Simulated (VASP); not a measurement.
Al2O3: single point with PBEsol

Crystal: Al2O3.

```
Al O
1.0
     2.44217    1.40999    4.14273
    -2.44217    1.40999    4.14273
     0.00000   -2.81997    4.14273
Al O
4 6
Direct
  0.85972 0.85972 0.85972
  0.64028 0.64028 0.64028
  0.14028 0.14028 0.14028
  0.35972 0.35972 0.35972
  0.05586 0.44414 0.75000
  0.75000 0.05586 0.44414
  0.44414 0.75000 0.05586
  0.94414 0.55586 0.25000
  0.25000 0.94414 0.55586
  0.55586 0.25000 0.94414
```

This cell differs from its parent crystal: c/a of the conventional cell at fixed volume 2.5445.

```json
{"Program": "VASP 6.6.1", "Task": "single point", "Functional": "PBEsol", "Potentials or basis": "VASP PAW PBE potentials, release 64 (Al, O)", "Cutoff": "520 eV", "k mesh": "6 × 6 × 6", "Occupations": "gaussian, width 0.05 eV", "Spin": "no spin polarisation"}
```

- Pressure: -0.1 GPa
- Largest force: 1.110 eV/Å
- Band gap on the k mesh: 5.16 eV, direct

Forces in eV/Å, atoms in the order of the input:
```
Al   0.000  0.000 -1.110
Al   0.000  0.000  1.110
Al   0.000  0.000  1.110
Al   0.000  0.000 -1.110
O   -0.279  0.000  0.000
O    0.139 -0.242  0.000
O    0.139  0.242  0.000
O    0.279  0.000  0.000
O   -0.139  0.242  0.000
O   -0.139 -0.242  0.000
```

Stress tensor (GPa, compression positive):
```
-6.01  0.00  0.00
 0.00 -6.01  0.00
 0.00  0.00 11.83
```

Levels at points of the mesh, in eV from the valence-band top:
| k point | band 22 | band 23 | band 24 | band 25 | band 26 | band 27 |
| --- | --- | --- | --- | --- | --- | --- |
| (0.00, 0.00, 0.00) | -0.67 | -0.67 | 0.00 | 5.16 | 8.06 | 9.80 |
| (0.50, 0.00, 0.00) | -1.29 | -0.54 | -0.54 | 8.13 | 8.13 | 9.04 |
| (0.50, 0.50, 0.00) | -1.52 | -0.87 | -0.60 | 8.14 | 8.48 | 9.22 |
| (0.50, 0.50, 0.50) | -1.09 | -1.09 | -1.09 | 7.56 | 7.56 | 9.86 |

Run time: 58 s on 1 thread of AMD EPYC 9R45 96-Core Processor (Zen 5), on a shared host, peak memory 0.24 GiB.

Caveat: the PAW data sets were made with another functional, which shifts forces and pressure a little. A k mesh can miss the band edges.
